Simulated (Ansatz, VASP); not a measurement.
**Zn in VASP and in Ansatz**

```
CELL_PARAMETERS angstrom
2.73613 0.00000 0.00000
-1.36807 2.36956 0.00000
0.00000 0.00000 4.43253
ATOMIC_POSITIONS crystal
Zn 0.33333 0.66667 0.25000
Zn 0.66667 0.33333 0.75000
```

Alike in both runs: task relaxation of cell and atoms; functional r2SCAN; k mesh 18 × 18 × 10; occupations fermi-dirac, width 0.08 eV; no spin polarisation.

```csv
,VASP,Ansatz
version,VASP 6.6.1,Ansatz 0.2.0
potentials or method,"VASP PAW PBE potentials, release 64 (Zn)","PAW with Ansatz's default frozen-core files, scalar-relativistic"
plane-wave cutoff (eV),550,500
valence electrons in the cell,24,24
```

VASP gave:

| Item | Value |
| --- | --- |
| relaxed volume (Å³/atom) | 14.58 |
| relaxed length of the cell vector where the two differ most in proportion (Å) | 2.599 |

Problem. Estimate Ansatz's values.

Solution. Relaxed volume (Å³/atom): 14.55; relaxed length of the cell vector where the two differ most in proportion (Å): 2.596.

VASP's potentials were made for PBE, not for r2SCAN.
